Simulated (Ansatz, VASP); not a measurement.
# One calculation of Si4C5, two programs

```xyz
9
Lattice="3.0920 0.0000 0.0000 -1.5460 2.6778 0.0000 0.0000 0.0000 25.2337" Properties=species:S:1:pos:R:3 pbc="T T T"
C     0.0000    1.7852    4.0000
C     1.5460    0.8926    6.5369
C     0.0000    1.7852    9.1041
C     1.5460    0.8926   11.6669
C     2.0613    0.5951   15.1637
Si    1.5460    0.8926    4.6298
Si    0.0000    1.7852    7.1667
Si    1.5460    0.8926    9.6970
Si    0.0000    1.7852   12.2337
```

Alike in both runs: task single point; functional PBE; k mesh 9 × 9 × 1; occupations gaussian, width 0.05 eV; collinear spin.

|  | VASP | Ansatz |
| --- | --- | --- |
| version | VASP 6.6.1 | Ansatz 0.2.0 |
| potentials or method | VASP PAW PBE potentials, release 64 (C, Si), cutoff 520 eV | scalar-relativistic, plane waves, PAW |
| valence electrons in the cell | 36 | 36 |

Ansatz gave:

```
gap on the k mesh at the Fermi level (eV)                     : none
rms of the force components (eV/Å)                            : 0.875
net moment per atom (μB)                                      : 0.04
size of the moment on the site where the two differ most (μB) : 0.40
```

Question: Which values does VASP return?

Answer: gap on the k mesh at the Fermi level (eV): none; rms of the force components (eV/Å): 0.829; net moment per atom (μB): 0.07; size of the moment on the site where the two differ most (μB): 0.00.

Site moments also hang on the region over which each program counts them. A gap of «none» marks a metal or a gap that the smearing closes.
